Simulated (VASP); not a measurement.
A run of VASP 6.6.1 is set up as follows.

INCAR

```
SYSTEM = GdN
ALGO = Normal ; EDIFF = 1E-6
ENCUT = 520 ; GGA = PE
ISIF = 2 ; ISMEAR = 0
ISPIN = 2 ; LASPH = .True.
LCHARG = .True. ; LDAU = .True.
LDAUJ = 0 0 ; LDAUL = 3 -1
LDAUPRINT = 1 ; LDAUTYPE = 2
LDAUU = 2 0 ; LELF = .True.
LMAXMIX = 6 ; LORBIT = 11
LREAL = .False. ; LVHAR = .True.
LWAVE = .False. ; MAGMOM = 7.59 -0.13
NBANDS = 22 ; NELM = 150
PREC = Accurate ; SIGMA = 0.05
```

File KPOINTS:

```
k-points
0
Gamma
  7 7 7
  0 0 0
```

File POSCAR:

```
GdN
1.0
    0.0000000000      2.4994985700      2.4994985700
    2.4994985700      0.0000000000      2.4994985700
    2.4994985700      2.4994985700      0.0000000000
Gd N
1 1
Direct
    0.5000000000      0.5000000000      0.5000000000
    0.0000000000      0.0000000000      0.0000000000
```

Potentials or basis: VASP PAW PBE potentials, release 64 (Gd, N).

The run is started by

```bash
$ cat potpaw_PBE.64/Gd/POTCAR potpaw_PBE.64/N/POTCAR > POTCAR
$ mpirun -np 1 vasp_std > vasp.out
```

(1) What does it give for the pressure?

(2) Predict the net moment.

(3) Estimate the site moments.

(4) Predict the band gap on the k mesh.

Results:

(1) -0.7 GPa.

(2) 7.00 μB per cell.

(3) Gd +6.84; N -0.10 μB.

(4) zero (filled and empty bands overlap).

Caveat: spin-orbit coupling is left out, which moves the levels of the heavy elements; a cell with one magnetic atom can't hold antiferromagnetic order, which such compounds often take.
